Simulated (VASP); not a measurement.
# KZnF3 in VASP: further runs, part 2 of 2

VASP 6.6.1.

**4. Single point, PBEsol**

The input, INCAR:

```
  ALGO = Normal
  EDIFF = 1E-7
  ENCUT = 520
  GGA = PS
  ISIF = 2
  ISMEAR = 0
  LASPH = True
  LCHARG = True
  LELF = True
  LREAL = False
  LVHAR = True
  LWAVE = False
  NBANDS = 29
  NELM = 100
  PREC = Accurate
  SIGMA = 0.02
```

The input, KPOINTS:

```
k-points
0
Gamma
  6 6 6
```

The input, POSCAR:

```
KZnF3
1.0
    3.9911614930      0.0000000000      0.0000000000
    0.0000000000      3.9911614930      0.0000000000
    0.0000000000      0.0000000000      4.1016792909
K Zn F
1 1 3
Direct
    0.0000000000      0.0000000000      0.0000000000
    0.5000000000      0.5000000000      0.5000000000
    0.0000000000      0.5000000000      0.5000000000
    0.5000000000      0.0000000000      0.5000000000
    0.5000000000      0.5000000000      0.0000000000
```

Run with:

```
$ cat potpaw_PBE.64/K_sv/POTCAR potpaw_PBE.64/Zn/POTCAR potpaw_PBE.64/F/POTCAR > POTCAR
$ mpirun -np 1 vasp_std > vasp.out
```

Wall time 86 s (1 thread of Intel Xeon 8259CL, shared host); peak memory 0.22 GiB.

The run converged. Its results:

| Property | Result |
| --- | --- |
| Free energy | -21.3198 eV |
| Pressure | 2.0 GPa |
| Band gap on the k mesh | 3.60 eV (least direct gap 5.62 eV) |

Stress tensor (GPa, compression positive):
```
2.89 0.00 0.00
0.00 2.89 0.00
0.00 0.00 0.32
```

Levels at points of the mesh, in eV from the valence-band top:
```tsv
k point	band 19	band 20	band 21	band 22	band 23	band 24
(0.00, 0.00, 0.00)	-2.04	-2.02	-2.02	3.60	8.37	8.48
(0.50, 0.00, 0.00)	-1.87	-1.85	-1.69	6.50	8.12	9.48
(0.50, 0.50, 0.00)	-1.96	-1.69	0.00	7.99	10.01	10.02
(0.00, 0.00, 0.50)	-1.83	-1.83	-1.71	6.32	8.00	9.30
(0.50, 0.00, 0.50)	-1.93	-1.68	-0.13	7.88	9.82	9.89
(0.50, 0.50, 0.50)	-1.66	-0.17	0.00	8.12	8.19	8.19
```

Caveat: the PAW data sets were made with another functional, which shifts forces and pressure a little.

**5. Single point, PBEsol (biaxial strain in the a-b plane: +1.5 %, then relaxed in part)**

The input, INCAR:

```
SYSTEM = KZnF3
ALGO     = Normal         ! electronic algorithm
EDIFF    = 1E-7           ! SCF threshold, eV
ENCUT    = 520            ! plane-wave cutoff, eV
GGA      = PS             ! functional
ISIF     = 2              ! what is computed and relaxed
ISMEAR   = 0              ! smearing method
LASPH    = .TRUE.         ! aspherical terms in the spheres
LCHARG   = .TRUE.         ! write CHGCAR
LELF     = .TRUE.         ! ELF
LREAL    = .FALSE.        ! projectors in reciprocal space
LVHAR    = .TRUE.       
LWAVE    = .FALSE.        ! write WAVECAR
NBANDS   = 29             ! bands
NELM     = 100            ! most SCF steps
PREC     = Accurate       ! precision mode
SIGMA    = 0.02           ! smearing width, eV
```

The input, KPOINTS:

```
k-points
0
G
  6 6 6
  0 0 0
```

Edit POSCAR of step 4 so:

```diff
@@ -2,5 +2,5 @@
 1.0
-    3.9911614930      0.0000000000      0.0000000000
-    0.0000000000      3.9911614930      0.0000000000
-    0.0000000000      0.0000000000      4.1016792909
+    4.1127197111      0.0000000000      0.0000000000
+    0.0000000000      4.1127197111      0.0000000000
+    0.0000000000      0.0000000000      4.0081287010
 K Zn F
```

Potentials or basis: VASP PAW PBE potentials, release 64 (K_sv, Zn, F).

Run with:

```
$ cat potpaw_PBE.64/K_sv/POTCAR potpaw_PBE.64/Zn/POTCAR potpaw_PBE.64/F/POTCAR > POTCAR
$ mpirun -np 1 vasp_std > vasp.out
```

OUTCAR:

```text
SYSTEM = KZnF3
   EDIFF = 1E-7
   ENCUT = 520
   GGA = PS
   ISIF = 2
   ISMEAR = 0
   LASPH = .TRUE.
   LREAL = .FALSE.
   NELM = 100
   PREC = Accurate

 ion  position               nearest neighbor table
   1  0.000  0.000  0.000-
   2  0.500  0.500  0.500-   5 2.00   5 2.00   3 2.06   4 2.06   4 2.06   3 2.06
   3  0.000  0.500  0.500-   2 2.06   2 2.06
   4  0.500  0.000  0.500-   2 2.06   2 2.06
   5  0.500  0.500  0.000-   2 2.00   2 2.00

  LATTYP: Found a simple tetragonal cell.
 ALAT       =     4.1127197111
 C/A-ratio  =     0.9745688942

  Lattice vectors:

 A1 = (   4.1127197111,   0.0000000000,   0.0000000000)
 A2 = (   0.0000000000,   4.1127197111,   0.0000000000)
 A3 = (   0.0000000000,   0.0000000000,   4.0081287010)

Analysis of symmetry for initial positions (statically):
=====================================================================
 Subroutine PRICEL returns:
[... 170 lines left out ...]
 Free energy of the ion-electron system (eV)
  ---------------------------------------------------
  ext. energy  EPLUGINS =         0.00000000
  ---------------------------------------------------
  free energy    TOTEN  =       -21.33217186 eV

  energy without entropy =      -21.33217186  energy(sigma->0) =      -21.33217186

 E-fermi :  -0.9189     XC(G=0): -10.0305

 val. band max:       -1.0149382266   @ k =   0.5000   0.5000   0.5000
 cond. band min:       2.5059465609   @ k =   0.0000   0.0000   0.0000
 fundamental gap:      3.5208847875
 Fermi energy:        -0.9189230328

 k-point     1 :       0.0000    0.0000    0.0000
  band No.  band energies     occupation
      1     -27.9133      2.00000
      2     -22.4518      2.00000
      3     -21.8491      2.00000
      4     -21.7407      2.00000
      5     -11.4749      2.00000
      6     -11.4749      2.00000
[... 757 lines left out ...]
     28      10.7463      0.00000
     29      11.3601      0.00000

 [... further k-points ...]
[... 5 lines left out ...]
  --------------------------------------------------------------------------------------
  -------------------------------------------------------------------------------------
  Total       -0.7410442     -0.7410442      0.1709337      0.0000000      0.0000000      0.0000000
  in kB      -17.5127697    -17.5127697      4.0396000      0.0000000      0.0000000      0.0000000
  external PRESSURE =     -10.3286465 kB  Pullay stress =       0.0000000 kB

 VOLUME and BASIS-vectors are now :
 -----------------------------------------------------------------------------
  energy-cutoff  :      520.00
  volume of cell :       67.80
      direct lattice vectors                 reciprocal lattice vectors
     4.112719711  0.000000000  0.000000000     0.243148104  0.000000000  0.000000000
     0.000000000  4.112719711  0.000000000     0.000000000  0.243148104  0.000000000
     0.000000000  0.000000000  4.008128701     0.000000000  0.000000000  0.249492987

 POSITION                                       TOTAL-FORCE (eV/Angst)
 -----------------------------------------------------------------------------------
      0.00000      0.00000      0.00000         0.000000      0.000000      0.000000
      2.05636      2.05636      2.00406         0.000000      0.000000      0.000000
      0.00000      2.05636      2.00406         0.000000      0.000000      0.000000
      2.05636      0.00000      2.00406         0.000000      0.000000      0.000000
      2.05636      2.05636      0.00000         0.000000      0.000000      0.000000
 -----------------------------------------------------------------------------------
    total drift:                                0.000000     -0.000000     -0.000000

  FREE ENERGIE OF THE ION-ELECTRON SYSTEM (eV)
  ---------------------------------------------------
  free  energy   TOTEN  =       -21.3321718599 eV

  energy  without entropy=      -21.3321718599  energy(sigma->0) =      -21.33217186
```

stdout:

```text
POSCAR found type information on POSCAR K ZnF
 POSCAR found :  3 types and       5 ions
 scaLAPACK will be used
 -----------------------------------------------------------------------------
|                                                                             |
|                                                                             |
|     You enforced a specific xc type in the INCAR file but a different       |
|     I HOPE YOU KNOW WHAT YOU ARE DOING!                                     |
|                                                                             |
 -----------------------------------------------------------------------------

 LDA part: xc-table for (Slater+PW92), standard interpolation
 POSCAR, INCAR and KPOINTS ok, starting setup
 FFT: planning ... GRIDC
 FFT: planning ... GRID_SOFT
 FFT: planning ... GRID
 WAVECAR not read
 entering main loop
```

It took 80 s on 1 thread of Intel Xeon 8259CL, shared host; peak memory 0.23 GiB.

What came out:

```
Free energy            : -21.3322 eV
Pressure               : -1.0 GPa
Band gap on the k mesh : 3.52 eV (least direct gap 5.32 eV)
```

Levels at points of the mesh, in eV from the valence-band top:
| k point | band 17 | band 18 | band 19 | band 20 | band 21 | band 22 | band 23 | band 24 | band 25 | band 26 |
| --- | --- | --- | --- | --- | --- | --- | --- | --- | --- | --- |
| (0.00, 0.00, 0.00) | -2.04 | -1.95 | -1.80 | -1.80 | -1.80 | 3.52 | 8.56 | 8.66 | 9.13 | 10.85 |
| (0.50, 0.00, 0.00) | -2.02 | -1.96 | -1.68 | -1.66 | -1.66 | 6.22 | 8.03 | 9.50 | 10.83 | 11.09 |
| (0.50, 0.50, 0.00) | -2.09 | -1.75 | -1.75 | -1.45 | -0.14 | 7.71 | 9.76 | 9.76 | 9.89 | 11.45 |
| (0.00, 0.00, 0.50) | -1.95 | -1.95 | -1.71 | -1.71 | -1.65 | 6.39 | 8.15 | 9.67 | 10.92 | 10.92 |
| (0.50, 0.00, 0.50) | -2.07 | -1.79 | -1.78 | -1.47 | -0.04 | 7.82 | 9.80 | 9.95 | 10.01 | 11.26 |
| (0.50, 0.50, 0.50) | -1.45 | -1.45 | -1.43 | -0.14 | 0.00 | 8.21 | 8.21 | 8.29 | 9.89 | 11.91 |

Caveat: the cell differs from its parent crystal (biaxial strain in the a-b plane: +1.5 %, then relaxed in part); the PAW data sets were made with another functional, which shifts forces and pressure a little. A k mesh can miss the band edges.

**6. Single point, PBEsol (shear of c along a, cell held: +1.5 %)**

The input, INCAR:

```
  PREC = Accurate
  ENCUT = 520
  EDIFF = 1E-7
  ISMEAR = 0
  SIGMA = 0.02
  LREAL = F
  LASPH = T
  NELM = 60
  ALGO = Normal
  ISIF = 2
  LWAVE = F
  LCHARG = F
  GGA = PS
  NBANDS = 29
```

The input, KPOINTS:

```
Automatic mesh
0
Gamma
  6 6 6
```

Edit POSCAR of step 5 so:

```diff
@@ -2,5 +2,5 @@
 1.0
-    4.1127197111      0.0000000000      0.0000000000
-    0.0000000000      4.1127197111      0.0000000000
-    0.0000000000      0.0000000000      4.0081287010
+    4.0519406020      0.0000000000      0.0000000000
+    0.0000000000      4.0519406020      0.0000000000
+    0.0607791090      0.0000000000      4.0519406020
 K Zn F
```

Potentials or basis: VASP PAW PBE potentials, release 64 (K_sv, Zn, F).

Run with:

```
$ cat potpaw_PBE.64/K_sv/POTCAR potpaw_PBE.64/Zn/POTCAR potpaw_PBE.64/F/POTCAR > POTCAR
$ mpirun -np 1 vasp_std > vasp.out
```

Wall time 69 s (1 thread of Intel Xeon 6975P-C (Granite Rapids), shared host); peak memory 0.26 GiB.

It converged, with:

```yaml
Free_energy: -21.3388 eV
Pressure: 0.4 GPa
Band_gap_on_the_k_mesh: 3.63 eV (least direct gap 5.45 eV)
```

Stress tensor (GPa, compression positive):
```
 0.36  0.00 -0.50
 0.00  0.36  0.00
-0.50  0.00  0.37
```

Levels at points of the mesh, in eV from the valence-band top:
```tsv
k point	band 17	band 18	band 19	band 20	band 21	band 22	band 23	band 24	band 25	band 26
(0.00, 0.00, 0.00)	-2.06	-2.04	-1.87	-1.85	-1.82	3.63	8.59	8.60	9.24	10.95
(0.50, 0.00, 0.00)	-2.02	-2.02	-1.69	-1.69	-1.60	6.44	8.15	9.56	11.00	11.01
(0.00, 0.50, 0.00)	-2.07	-1.97	-1.70	-1.69	-1.60	6.44	8.15	9.57	10.93	11.08
(0.50, 0.50, 0.00)	-2.06	-1.79	-1.78	-1.49	0.00	7.93	9.97	9.97	10.03	11.38
(0.00, 0.00, 0.50)	-2.02	-2.02	-1.69	-1.69	-1.60	6.44	8.15	9.56	11.00	11.01
(0.50, 0.00, 0.50)	-2.06	-1.79	-1.78	-1.49	0.00	7.93	9.96	9.98	10.03	11.37
(0.00, 0.50, 0.50)	-2.06	-1.79	-1.78	-1.49	0.00	7.93	9.97	9.97	10.03	11.38
(0.50, 0.50, 0.50)	-1.48	-1.47	-1.47	0.00	0.00	8.22	8.28	8.34	10.11	12.07
```

Caveat: the cell differs from its parent crystal (shear of c along a, cell held: +1.5 %); the PAW data sets were made with another functional, which shifts forces and pressure a little. A k mesh can miss the band edges.

**7. Summary**

| cell | gap on the mesh (eV) | pressure (GPa) |
| --- | --- | --- |
| a = 3.991, b = 3.991, c = 4.102 Å, 5 atoms | 3.60 | 2.0 |
| a = 3.991, b = 3.991, c = 4.088 Å, 5 atoms | 3.61 | 2.4 |
| a = 4.113, b = 4.113, c = 4.008 Å, 5 atoms | 3.52 | -1.0 |
| a = 4.052 Å, angles 90.0, 89.1, 90.0°, 5 atoms | 3.63 | 0.4 |

Alike in all rows: task single point; level PBEsol; potentials or basis VASP PAW PBE potentials, release 64 (K_sv, Zn, F); no spin polarisation; k mesh 6 × 6 × 6; cutoff (eV) 520; smearing gaussian 0.02 eV.

Caveats: the PAW data sets were made with another functional, which shifts forces and pressure a little.

Absolute energies hang on the potentials; compare differences alone.
